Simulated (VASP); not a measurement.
Crystal: BiTe.

```xyz
2
Lattice="0.0000 3.2350 3.2350 3.2350 0.0000 3.2350 3.2350 3.2350 0.0000" Properties=species:S:1:pos:R:3 pbc="T T T"
Bi    0.0000    0.0000    0.0000
Te    3.2350    3.2350    3.2350
```

```yaml
Program: VASP 6.6.1
Task: relaxation of cell and atoms
Functional: RPBE
Potentials_or_basis: VASP PAW PBE potentials, release 64 (Bi_d, Te)
Cutoff: 600 eV
k_mesh: 7 × 7 × 7
Occupations: fermi-dirac, width 0.05 eV
Spin: no spin polarisation
```

At the start: pressure 2.2 GPa; volume 33.86 Å³/atom.

Question: Where does the relaxation end?

Answer: Over 3 steps the energy falls by 10.6 meV/atom and the volume is 35.47 Å³/atom (+4.8 %); space group Fm-3m (No. 225, to 0.05 Å).

Step by step:
| step | energy change (eV) | largest force (eV/Å) | pressure (GPa) | volume (Å³) |
| --- | --- | --- | --- | --- |
| 1 | 0.0000 | 0.0000 | 2.20 | 67.71 |
| 2 | -0.0175 | 0.0000 | -0.81 | 72.37 |
| 3 | -0.0212 | 0.0000 | 0.00 | 70.93 |

Final structure:
```xyz
2
Lattice="0.0000 3.2855 3.2855 3.2855 0.0000 3.2855 3.2855 3.2855 0.0000" Properties=species:S:1:pos:R:3 pbc="T T T"
Bi    0.0000    0.0000    0.0000
Te    3.2855    3.2855    3.2855
```

Caveat: the PAW data sets were made with another functional, which shifts forces and pressure a little.
